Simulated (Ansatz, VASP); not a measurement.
# Ta3Ag in VASP and in Ansatz

```xyz
8
Lattice="5.8779 0.0000 0.0000 -2.9389 5.0904 0.0000 0.0000 0.0000 4.7179" Properties=species:S:1:pos:R:3 pbc="T T T"
Ta    2.9389    3.3902    1.1795
Ta   -1.4665    4.2403    3.5384
Ta    1.4724    0.8501    1.1795
Ta    0.0000    1.7002    3.5384
Ta    4.4055    0.8501    1.1795
Ta    1.4665    4.2403    3.5384
Ag    0.0000    3.3936    1.1795
Ag    2.9389    1.6968    3.5384
```

Alike in both runs: task relaxation of cell and atoms; functional PBE; k mesh 3 × 3 × 4; occupations gaussian, width 0.1 eV; no spin polarisation.

|  | VASP | Ansatz |
| --- | --- | --- |
| version | VASP 6.6.1 | Ansatz 0.2.0 |
| potentials or method | VASP PAW PBE potentials, release 64 (Ta_pv, Ag), cutoff 600 eV | scalar-relativistic, plane waves, PAW |
| valence electrons in the cell | 88 | 116 |

Ansatz gave:

* gap on the k mesh at the Fermi level, each at its own relaxed structure (eV): none
* relaxed volume (Å³/atom): 18.14
* relaxed cell length with the largest relative difference (Å): 5.886

Task: Estimate VASP's values.

Result: gap on the k mesh at the Fermi level, each at its own relaxed structure (eV): none; relaxed volume (Å³/atom): 18.08; relaxed cell length with the largest relative difference (Å): 5.876.

A gap of «none» marks a metal or a gap that the smearing closes. VASP's potentials hold 88 valence electrons a cell and Ansatz's 116, so a difference there can come from the potentials and not from the codes.

The k mesh is coarse, so the values compare programs but aren't converged. Spin-orbit coupling is off throughout.
